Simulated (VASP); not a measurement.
# I (Cmce) in VASP: single point with PBEsol

Aim: the single point of I with PBEsol.

Everything below comes from runs of VASP 6.6.1. Logs are shortened: lines on timing, memory, paths and dates and some standing lists are left out, and cuts for length are marked.

### Step 1. The cell of the first run

It takes space group Cmce (No. 64, orthorhombic). The conventional cell has a = 7.902 Å, b = 5.176 Å, c = 10.439 Å, α = 90.00°, β = 90.00°, γ = 90.00°. Within 3.6 Å of I (site symmetry m) lie 1 I at 2.72 Å.

### Step 2. Single point, PBEsol (Cl replaced by I, lengths x 1.218, strained)

Input file INCAR:

```
SYSTEM = I
  PREC = Accurate
  ENCUT = 500
  EDIFF = 1E-6
  ISMEAR = 0
  SIGMA = 0.02
  LREAL = .False.
  LASPH = .True.
  NELM = 120
  ALGO = Normal
  ISIF = 2
  LWAVE = .False.
  LCHARG = .False.
  GGA = PS
  NBANDS = 22
  GGA_COMPAT = .False.
```

Input file KPOINTS:

```
Automatic mesh
0
Gamma
  6 6 4
  0 0 0
```

Input file POSCAR:

```
I
1.0
    3.9507932329     -2.5882072094      0.0000000000
    3.9507932329      2.5882072094      0.0000000000
    0.0000000000      0.0000000000     10.4389539882
I
4
Direct
    0.1335353504      0.8664646496      0.1119537245
    0.6335353504      0.3664646496      0.3880462755
    0.8664646496      0.1335353504      0.8880462755
    0.3664646496      0.6335353504      0.6119537245
```

Potentials or basis: VASP PAW PBE potentials, release 64 (I).

Command:

```
> cat potpaw_PBE.64/I/POTCAR > POTCAR
> mpirun -np 1 vasp_std > vasp.out
```

OUTCAR:

```text
SYSTEM = I
   PREC = Accurate
   ENCUT = 500
   EDIFF = 1E-6
   ISMEAR = 0
   LREAL = .False.
   LASPH = .True.
   NELM = 120
   ISIF = 2
   GGA = PS

 ion  position               nearest neighbor table
   1  0.134  0.866  0.112-   3 2.72
   2  0.634  0.366  0.388-   4 2.72
   3  0.866  0.134  0.888-   1 2.72
   4  0.366  0.634  0.612-   2 2.72

  LATTYP: Found a base centered orthorhombic cell.
 ALAT       =     5.1764144188
 B/A-ratio  =     1.5264594035
 C/A-ratio  =     2.0166379937

  Lattice vectors:

 A1 = (  -3.9507932329,  -2.5882072094,   0.0000000000)
 A2 = (   3.9507932329,  -2.5882072094,   0.0000000000)
 A3 = (   0.0000000000,   0.0000000000,  10.4389539882)

Analysis of symmetry for initial positions (statically):
=====================================================================
 Subroutine PRICEL returns:
 Original cell was already a primitive cell.

 Routine SETGRP: Setting up the symmetry group for a
 base centered orthorhombic supercell.

 Subroutine GETGRP returns: Found  8 space group operations
 (whereof  4 operations were pure point group operations)
 out of a pool of  8 trial point group operations.

The static configuration has the point symmetry C_2h.
 The point group associated with its full space group is D_2h.

Analysis of symmetry for dynamics (positions and initial velocities):
=====================================================================
 Subroutine PRICEL returns:
 Original cell was already a primitive cell.

 Routine SETGRP: Setting up the symmetry group for a
 base centered orthorhombic supercell.

 Subroutine GETGRP returns: Found  8 space group operations
 (whereof  4 operations were pure point group operations)
 out of a pool of  8 trial point group operations.

The dynamic configuration has the point symmetry C_2h.
 The point group associated with its full space group is D_2h.

 Subroutine INISYM returns: Found  8 space group operations
 (whereof  4 operations are pure point group operations),
 and found     1 'primitive' translations

----------------------------------------------------------------------------------------

                                     Primitive cell

  volume of cell :     213.4865

  direct lattice vectors                    reciprocal lattice vectors
     3.950793233 -2.588207209  0.000000000     0.126556864 -0.193183914  0.000000000
     3.950793233  2.588207209  0.000000000     0.126556864  0.193183914  0.000000000
     0.000000000  0.000000000 10.438953988     0.000000000  0.000000000  0.095795039

  length of vectors
     4.723090485  4.723090485 10.438953988     0.230947320  0.230947320  0.095795039

  position of ions in fractional coordinates (direct lattice)
     0.133535350  0.866464650  0.111953724
     0.633535350  0.366464650  0.388046276
     0.866464650  0.133535350  0.888046276
     0.366464650  0.633535350  0.611953724

  ion indices of the primitive-cell ions
   primitive index   ion index
                 1           1
                 2           2
                 3           3
                 4           4

----------------------------------------------------------------------------------------

 KPOINTS: Automatic mesh

Automatic generation of k-mesh.
 Grid dimensions read from file:
 generate k-points for:    6    6    4

 Generating k-lattice:

  Cartesian coordinates                     Fractional coordinates (reciprocal lattice)
     0.021092811 -0.032197319  0.000000000     0.166666667  0.000000000  0.000000000
     0.021092811  0.032197319  0.000000000     0.000000000  0.166666667  0.000000000
     0.000000000  0.000000000  0.023948760     0.000000000  0.000000000  0.250000000

  Length of vectors
     0.038491220  0.038491220  0.023948760

  Shift w.r.t. Gamma in fractional coordinates (k-lattice)
     0.000000000  0.000000000  0.000000000

 Subroutine IBZKPT returns following result:
 ===========================================

 Found     39 irreducible k-points:

 Following reciprocal coordinates:
            Coordinates               Weight
  0.000000  0.000000  0.000000      1.000000
  0.166667  0.000000  0.000000      4.000000
  0.333333 -0.000000  0.000000      4.000000
  0.500000  0.000000  0.000000      2.000000
  0.166667  0.166667  0.000000      2.000000
  0.333333  0.166667  0.000000      4.000000
[... 16 lines left out ...]
  0.333333  0.333333  0.250000      4.000000
  0.500000  0.333333  0.250000      8.000000
 [... further k-points ...]
   k-points           NKPTS =     39   k-points in BZ     NKDIM =     39   number of bands    NBANDS=     22
   number of dos      NEDOS =    301   number of ions     NIONS =      4
   total plane-waves  NPLWV = 103680
   dimension x,y,z NGX =    36 NGY =   36 NGZ =   80
   dimension x,y,z NGXF=    72 NGYF=   72 NGZF=  160
   ions per type =               4
   NGX,Y,Z   is equivalent  to a cutoff of  12.67, 12.67, 12.74 a.u.
   NGXF,Y,Z  is equivalent  to a cutoff of  25.34, 25.34, 25.48 a.u.
 SYSTEM =  I
   PREC   = accura    normal or accurate (medium, high low for compatibility)
   ISTART =      0    job   : 0-new  1-cont  2-samecut
   ICHARG =      2    charge: 1-file 2-atom 10-const
   ISPIN  =      1    spin polarized calculation?
   LNONCOLLINEAR =      F non collinear calculations
   LSORBIT =      F    spin-orbit coupling
   LASPH  =      T    aspherical Exc in radial PAW
   ENCUT  =  500.0 eV  36.75 Ry    6.06 a.u.   8.61  8.61 19.03*2*pi/ulx,y,z
   NELM   =    120;   NELMIN=  2; NELMDL= -5     # of ELM steps
   EDIFF  = 0.1E-05   stopping-criterion for ELM
   LREAL  =      F    real-space projection
   EDIFFG = 0.1E-04   stopping-criterion for IOM
   NSW    =      0    number of steps for IOM
   IBRION =     -1    ionic relax: 0-MD 1-quasi-New 2-CG
   NFREE  =      0    steps in history (QN), initial steepest desc. (CG)
   ISIF   =      2    stress and relaxation
   ISYM   =      2    0-nonsym 1-usesym 2-fastsym
   POTIM  = 0.5000    time-step for ionic-motion
   TEBEG  =    0.0;   TEEND  =   0.0 temperature during run
   PSTRESS=    0.0 pullay stress
   NELECT =      28.0000    total number of electrons
   NUPDOWN=      -1.0000    fix difference up-down
   EMIN   =  10.00;   EMAX   =-10.00  energy-range for DOS
   EFERMI =   0.00;   METHOD = LEGACY
   ISMEAR =     0;   SIGMA  =   0.02  broadening in eV -4-tet -1-fermi 0-gaus
   EFERMI_NEDOS =   21; number of points for ismear=-14 and -15
   IALGO  =     38    algorithm
   IMIX   =      4    mixing-type and parameters
     AMIX     =   0.40;   BMIX     =  1.00
     AMIX_MAG =   1.60;   BMIX_MAG =  1.00
  volume/ion in A,a.u.               =      53.37       360.17
  Fermi-wavevector in a.u.,A,eV,Ry     =   0.831772  1.571820  9.413108  0.691844
  Thomas-Fermi vector in A             =   1.944715
   LORBIT       =      0    0 simple, 1 ext, 2 COOP (PROOUT), +10 PAW based schemes
   GGA     = PS    functional components
   LHFCALC =     F    Hartree Fock is set to
   AEXX    =    0.0000 exact exchange contribution
   IVDW    =     0    specifies the selected vdW correction
   LEPSILON=     F    determine dielectric tensor
   LRPA    =     F    only Hartree local field effects (RPA)
 non-spin polarized calculation
 Gauss-broadening in eV      SIGMA  =   0.02
  energy-cutoff  :      500.00
  volume of cell :      213.49
 maximum number of plane-waves:      5476
 NGX is ok and might be reduce to    36
   NGX = 17   NGY = 17   NGZ = 39

 number of electron      27.9999995 magnetization

 Free energy of the ion-electron system (eV)
  ---------------------------------------------------
  ext. energy  EPLUGINS =         0.00000000
  ---------------------------------------------------
  free energy    TOTEN  =        -6.50352368 eV

  energy without entropy =       -6.50352368  energy(sigma->0) =       -6.50352368

 E-fermi :   0.6279     XC(G=0):  -7.1859

 val. band max:        0.5165325919   @ k =   0.0000   0.0000   0.0000
 cond. band min:       1.7004142134   @ k =   0.0000   0.0000   0.0000
 fundamental gap:      1.1838816214
 Fermi energy:         0.6279294965

 k-point     1 :       0.0000    0.0000    0.0000
  band No.  band energies     occupation
      1     -12.5270      2.00000
      2     -12.2944      2.00000
      3     -10.5585      2.00000
      4     -10.0820      2.00000
      5      -3.5061      2.00000
      6      -2.6354      2.00000
[... 14 lines left out ...]
     21       7.8247      0.00000
     22       8.0045      0.00000

 k-point     2 :       0.1667    0.0000    0.0000
  band No.  band energies     occupation
      1     -12.4867      2.00000
      2     -12.2828      2.00000
      3     -10.5257      2.00000
      4     -10.1146      2.00000
      5      -3.4901      2.00000
      6      -2.7472      2.00000
[... 14 lines left out ...]
     21       7.6079      0.00000
     22       8.0201      0.00000

 k-point     3 :       0.3333   -0.0000    0.0000
  band No.  band energies     occupation
      1     -12.3915      2.00000
      2     -12.2707      2.00000
      3     -10.4390      2.00000
      4     -10.2038      2.00000
      5      -3.4465      2.00000
      6      -3.0376      2.00000
[... 14 lines left out ...]
     21       7.8914      0.00000
     22       8.4499      0.00000
[... 476 lines left out ...]
 k-point    23 :       0.3333    0.3333    0.2500
  band No.  band energies     occupation
      1     -12.3981      2.00000
      2     -12.2547      2.00000
      3     -10.4112      2.00000
      4     -10.1245      2.00000
      5      -3.3172      2.00000
      6      -2.8623      2.00000
[... 14 lines left out ...]
     21       7.7983      0.00000
     22       8.2114      0.00000

 k-point    24 :       0.5000    0.3333    0.2500
  band No.  band energies     occupation
      1     -12.3568      2.00000
      2     -12.2384      2.00000
      3     -10.3851      2.00000
      4     -10.1533      2.00000
      5      -3.3046      2.00000
      6      -2.9497      2.00000
[... 14 lines left out ...]
     21       7.8425      0.00000
     22       8.4240      0.00000

 [... further k-points ...]

------------------------ aborting loop because EDIFF is reached ----------------------------------------

  FORCE on cell =-STRESS in cart. coord.  units (eV):
  Direction    XX          YY          ZZ          XY          YZ          ZX
  --------------------------------------------------------------------------------------
  -------------------------------------------------------------------------------------
  Total       -0.5080457     -2.0409762     -2.6696605      0.0000000      0.0000000      0.0000000
  in kB       -3.8127917    -15.3171581    -20.0353207      0.0000000      0.0000000      0.0000000
  external PRESSURE =     -13.0550902 kB  Pullay stress =       0.0000000 kB

 VOLUME and BASIS-vectors are now :
 -----------------------------------------------------------------------------
  energy-cutoff  :      500.00
  volume of cell :      213.49
      direct lattice vectors                 reciprocal lattice vectors
     3.950793233 -2.588207209  0.000000000     0.126556864 -0.193183914  0.000000000
     3.950793233  2.588207209  0.000000000     0.126556864  0.193183914  0.000000000
     0.000000000  0.000000000 10.438953988     0.000000000  0.000000000  0.095795039

 POSITION                                       TOTAL-FORCE (eV/Angst)
 -----------------------------------------------------------------------------------
      3.95079      1.89697      1.16868         0.000000      0.011046      0.181112
      3.95079     -0.69123      4.05080         0.000000      0.011046     -0.181112
      3.95079     -1.89697      9.27027         0.000000     -0.011046     -0.181112
      3.95079      0.69123      6.38816         0.000000     -0.011046      0.181112
 -----------------------------------------------------------------------------------
    total drift:                               -0.000000      0.000000      0.000000

  FREE ENERGIE OF THE ION-ELECTRON SYSTEM (eV)
  ---------------------------------------------------
  free  energy   TOTEN  =        -6.5035236765 eV

  energy  without entropy=       -6.5035236765  energy(sigma->0) =       -6.50352368
```

It took 2.9 min on 1 thread of Intel Xeon 6975P-C (Granite Rapids), shared host; peak memory 0.36 GiB.

What came out:

```yaml
Free_energy: -6.5035 eV
Pressure: -1.3 GPa
Largest_force: 0.181 eV/Å
Band_gap_on_the_k_mesh: 1.18 eV
```

Forces on the atoms (eV/Å):
```
I    0.000  0.011  0.181
I    0.000  0.011 -0.181
I    0.000 -0.011 -0.181
I    0.000 -0.011  0.181
```

Stress tensor (GPa, compression positive):
```
-0.38  0.00  0.00
 0.00 -1.53  0.00
 0.00  0.00 -2.00
```

Levels at points of the mesh, in eV from the valence-band top:
```
           k point  band 10  band 11  band 12  band 13  band 14  band 15  band 16  band 17  band 18  band 19
(0.00, 0.00, 0.00)    -1.25    -0.77    -0.31    -0.07     0.00     1.18     2.00     4.84     5.29     5.78
(0.50, 0.00, 0.00)    -1.58    -0.78    -0.78    -0.25    -0.25     1.87     1.87     5.68     5.68     7.23
(0.50, 0.50, 0.00)    -1.74    -1.11    -0.92    -0.39    -0.16     1.23     1.78     5.71     5.95     6.17
(0.00, 0.00, 0.50)    -1.30    -0.68    -0.68    -0.04    -0.04     1.53     1.53     5.33     5.33     6.41
(0.50, 0.00, 0.50)    -1.62    -0.48    -0.48    -0.07    -0.07     1.57     1.57     5.92     5.92     6.70
(0.50, 0.50, 0.50)    -1.74    -0.77    -0.77    -0.59    -0.59     1.47     1.47     6.27     6.27     7.00
```

Caveat: the cell differs from its parent crystal (Cl replaced by I, lengths x 1.218, strained); this functional lacks dispersion, which holds the molecules together, so the pressure and a relaxed volume are unreliable; the PAW data sets were made with another functional, which shifts forces and pressure a little; spin-orbit coupling is left out, which moves the levels of the heavy elements; this functional lacks dispersion, which binds layers or chains, so the pressure and a relaxed spacing across them are unreliable. A k mesh can miss the band edges.
